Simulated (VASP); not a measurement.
Wanted: the native input for a VASP 6.6.1 run.

| Quantity | Value |
| --- | --- |
| Task | single point |
| Functional | LDA |
| Potentials or basis | VASP PAW LDA potentials, release 64 (Pd) |
| Cutoff | 520 eV |
| k mesh | 9 × 9 × 17 |
| Occupations | gaussian, width 0.1 eV |
| Spin | no spin polarisation |
| Dipole correction | no |
| Further INCAR settings | ALGO = Fast; EDIFF = 1e-06; NBANDS = 17; ISYM = 0 |

The structure of Pd lies in POSCAR:

```
Pd
1.0
    3.7454370421      0.0000000000      0.0000000000
    0.0000000000      3.7454370421      0.0000000000
   -1.8727185211      0.0000000000      1.9772305116
Pd
2
Direct
    0.0000000000      0.0000000000      0.0000000000
    0.5000000000      0.5000000000      0.0000000000
```

One way to write it, as run:

INCAR

```
SYSTEM = Pd
PREC = Accurate
ENCUT = 520
EDIFF = 1E-6
ISMEAR = 0
SIGMA = 0.1
LREAL = .False.
LASPH = .True.
NELM = 80
ALGO = Fast
ISIF = 2
LWAVE = .False.
LCHARG = .False.
GGA = CA
ISYM = 0
NBANDS = 17
```

KPOINTS

```
regular mesh
0
Gamma
  9 9 17
  0 0 0
```

Potentials or basis: VASP PAW LDA potentials, release 64 (Pd).

Launch:

```console
$ cat potpaw_LDA.64/Pd/POTCAR > POTCAR
$ mpirun -np 1 vasp_std > vasp.out
```

Results of the run:

* Pressure: 5.1 GPa
* Band gap on the k mesh: zero (bands 10 and 11 overlap by 1.52 eV)

Caveat: the cell stands under pressure.

Run time: 4.6 min on 1 thread of Intel(R) Xeon(R) Platinum 8259CL CPU @ 2.50GHz (Skylake/Cascade Lake), with other jobs on the host, peak memory 0.35 GiB.
